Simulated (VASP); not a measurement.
**Pd: single point with revPBE**

Pd:

```
Pd
1.0
     0.00000    2.70213    2.70213
     2.70213    0.00000    2.70213
     2.70213    2.70213    0.00000
Pd
2
Direct
  0.00000 0.00000 0.00000
  0.50000 0.50000 0.50000
```

This isn't the form of Pd at room conditions, which is fcc.

```json
{"Program": "VASP 6.6.1", "Task": "single point", "Functional": "revPBE", "Potentials or basis": "VASP PAW PBE potentials, release 64 (Pd)", "Cutoff": "520 eV", "k mesh": "12 × 12 × 12", "Occupations": "fermi-dirac, width 0.05 eV", "Spin": "collinear spin", "Starting moments": "[0.5, -0.5] μB", "Dipole correction": "no", "Further INCAR settings": "ALGO = Normal; EDIFF = 1e-06; NBANDS = 21"}
```

```
Pressure                                              : -6.8 GPa
Band gap on the k mesh                                : zero (filled and empty bands overlap)
Net moment                                            : 0.00 μB per cell
Valence electrons inside the program's atomic spheres : Pd 9.21
```

Levels at points of the mesh, in eV from the Fermi level:
Spin up:
```tsv
k point	band 6	band 7	band 8	band 9	band 10	band 11	band 12	band 13	band 14	band 15
(0.00, 0.00, 0.00)	-3.23	-0.02	-0.02	-0.02	1.00	1.00	10.46	10.46	10.46	11.14
(0.50, 0.00, 0.00)	-2.10	-1.36	-1.36	-1.36	-1.36	0.64	0.64	12.26	12.26	12.26
(0.50, 0.50, 0.00)	-1.30	-1.06	-1.06	0.09	0.76	0.93	4.31	5.42	5.42	10.28
```
Spin down:
```tsv
k point	band 7	band 8	band 9	band 10	band 11	band 12	band 13	band 14
(0.00, 0.00, 0.00)	-0.02	-0.02	-0.02	1.00	1.00	10.46	10.46	10.46
(0.50, 0.00, 0.00)	-1.36	-1.36	-1.36	-1.36	0.64	0.64	12.26	12.26
(0.50, 0.50, 0.00)	-1.06	-1.06	0.09	0.76	0.93	4.31	5.42	5.42
```

Wall time 2.2 min on 1 thread of Intel Xeon 8259CL, with other jobs on the host, peak memory 0.23 GiB.

Caveat: the cell stands under tension; the PAW data sets were made with another functional, which shifts forces and pressure a little.
